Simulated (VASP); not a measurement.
**Mg: relaxation of cell and atoms with LDA**

Mg:

```
Mg
1.0
     0.00000    2.25912    2.25912
     2.25912    0.00000    2.25912
     2.25912    2.25912    0.00000
Mg
1
Direct
  0.00000 0.00000 0.00000
```

This isn't the form of Mg at room conditions, which is hcp.

* Program: VASP 6.6.1
* Task: relaxation of cell and atoms
* Functional: LDA
* Potentials or basis: VASP PAW LDA potentials, release 64 (Mg)
* Cutoff: 300 eV
* k mesh: 11 × 11 × 11
* Occupations: fermi-dirac, width 0.03 eV
* Spin: no spin polarisation
* Tolerance level: standard
* Purpose: cell
* Passes: 2
* Further INCAR settings: ALGO = Normal; EDIFF = 1e-06

The relaxed volume is 21.69 Å³/atom. The relaxed cell is a = 3.130 Å, b = 3.130 Å, c = 3.130 Å, α = 60.00°, β = 60.00°, γ = 60.00°. The space group after relaxing (to 0.1 Å) is Fm-3m (No. 225). The energy gained by relaxing is 9.7 meV/atom, the ionic steps are 4 and the pressure after relaxing is 0.0 GPa. The band gap on the k mesh is zero (bands 1 and 2 overlap by 1.94 eV).

Step by step:
| step | energy change (eV) | largest force (eV/Å) | pressure (GPa) | volume (Å³) |
| --- | --- | --- | --- | --- |
| 1 | 0.0000 | 0.0000 | -2.16 | 23.06 |
| 2 | -0.0091 | 0.0000 | -0.64 | 22.04 |
| 3 | -0.0098 | 0.0000 | -0.02 | 21.69 |
| 4 | -0.0097 | 0.0000 | -0.02 | 21.69 |

Final structure:
```cif
data_structure
_symmetry_space_group_name_H-M 'P 1'
_symmetry_Int_Tables_number 1
_cell_length_a 3.1301
_cell_length_b 3.1301
_cell_length_c 3.1301
_cell_angle_alpha 60.000
_cell_angle_beta 60.000
_cell_angle_gamma 60.000
_cell_volume 21.69
loop_
_atom_site_label
_atom_site_type_symbol
_atom_site_fract_x
_atom_site_fract_y
_atom_site_fract_z
_atom_site_occupancy
Mg1 Mg 0.00000 0.00000 0.00000 1
```

Levels at points of the mesh, in eV from the Fermi level:
| k point | band 1 | band 2 | band 3 | band 4 |
| --- | --- | --- | --- | --- |
| (0.00, 0.00, 0.00) | -7.13 | 12.68 | 12.68 | 12.68 |

It took 5.3 s on 1 thread of Intel(R) Xeon(R) 6975P-C (Granite Rapids), with other jobs on the host, peak memory 0.11 GiB.
